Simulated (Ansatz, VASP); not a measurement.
Sb: VASP beside Ansatz

The input INCAR:

```
PREC = Accurate
ENCUT = 520
EDIFF = 1E-6
ISMEAR = -1
SIGMA = 0.05
LREAL = F
LASPH = T
NELM = 80
ALGO = Normal
ISIF = 2
LWAVE = F
LCHARG = F
GGA = CA
NBANDS = 8
```

KPOINTS

```
regular mesh
0
Gamma
  10 10 10
```

The input POSCAR:

```
Sb
1.0
   -1.8460493956      1.8460493956      1.8460493956
    1.8460493956     -1.8460493956      1.8460493956
    1.8460493956      1.8460493956     -1.8460493956
Sb
1
Direct
    0.0000000000      0.0000000000      0.0000000000
```

The input input.yaml:

```yaml
crystal:
  lattice:
    - [-1.8460493956, 1.8460493956, 1.8460493956]
    - [1.8460493956, -1.8460493956, 1.8460493956]
    - [1.8460493956, 1.8460493956, -1.8460493956]
  atoms:
    - { symbol: Sb, position: [0.0, 0.0, 0.0] }
hamiltonian:
  xc: lda
  pseudopotentials: { kind: paw }
kpoints:
  mp_grid: { grid: [10, 10, 10] }
scf:
  occupations: { method: fermi_dirac, width: 0.05 }
output:
  forces: true
  stress: true
  eigenvalues: true
  write_density: true
  write_potential: true
  elf: true
  volumetric_format: npy
```

Alike in both runs: task single point; functional LDA; k mesh 10 × 10 × 10; occupations fermi-dirac, width 0.05 eV; no spin polarisation.

|  | VASP | Ansatz |
| --- | --- | --- |
| version | VASP 6.6.1 | Ansatz 0.2.0 |
| potentials or method | VASP PAW LDA potentials, release 64 (Sb) | Ansatz PAW |
| plane-wave cutoff (eV) | 520 | 420 |
| valence electrons in the cell | 5 | 15 |

Ansatz gave:

```
gap on the k mesh at the Fermi level (eV) : none
pressure (GPa)                            : 1.7
```

**Question.** Estimate VASP's values.

**Answer.** gap on the k mesh at the Fermi level (eV): none; pressure (GPa): 1.8.

LDA's correlation is that of Perdew and Zunger in VASP and of Perdew and Wang (1992) in Ansatz. A gap of «none» marks a metal or a gap that the smearing closes. VASP's potentials hold 5 valence electrons a cell and Ansatz's 15, so a difference there can come from the potentials and not from the codes.

Neither program's run includes spin-orbit coupling.
